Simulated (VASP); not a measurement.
Input of a VASP 6.6.1 run:

File INCAR:

```
ALGO     = Normal         # electronic algorithm
EDIFF    = 1E-7           # SCF threshold, eV
ENCUT    = 520            # plane-wave cutoff, eV
GGA      = PS             # functional
ISIF     = 2              # what is computed and relaxed
ISMEAR   = 0              # smearing method
ISPIN    = 2              # spin polarisation
LASPH    = T              # aspherical terms in the spheres
LCHARG   = F              # write CHGCAR
LMAXMIX  = 4              # l up to which the mixer works
LORBIT   = 11             # projections on sites
LREAL    = F              # projectors in reciprocal space
LWAVE    = F              # write WAVECAR
MAGMOM   = 0 0.75         # initial moments
NBANDS   = 16             # bands
NELM     = 150            # most SCF steps
PREC     = Accurate       # precision mode
SIGMA    = 0.15           # smearing width, eV
```

KPOINTS

```
k-points
0
Gamma
  18 18 18
```

Contents of POSCAR:

```
AlFe
1.0
    2.6604628717      0.0000000000      0.0000000000
    0.0000000000      2.6604628717      0.0000000000
    0.0000000000      0.0000000000      3.5136733147
Al Fe
1 1
Direct
    0.0000000000      0.0000000000      0.0000000000
    0.5000000000      0.5000000000      0.5000000000
```

Potentials or basis: VASP PAW PBE potentials, release 64 (Al, Fe).

Command:

```console
$ cat potpaw_PBE.64/Al/POTCAR potpaw_PBE.64/Fe/POTCAR > POTCAR
$ mpirun -np 1 vasp_std > vasp.out
```

What does it give for the site moments?

Al -0.04; Fe +1.63 μB.

Predict the net moment.

1.56 μB per cell.

Stress tensor (GPa, compression positive):
```
-3.10  0.00  0.00
 0.00 -3.10  0.00
 0.00  0.00 -6.97
```

Caveat: the cell stands under tension; the PAW data sets were made with another functional, which shifts forces and pressure a little.
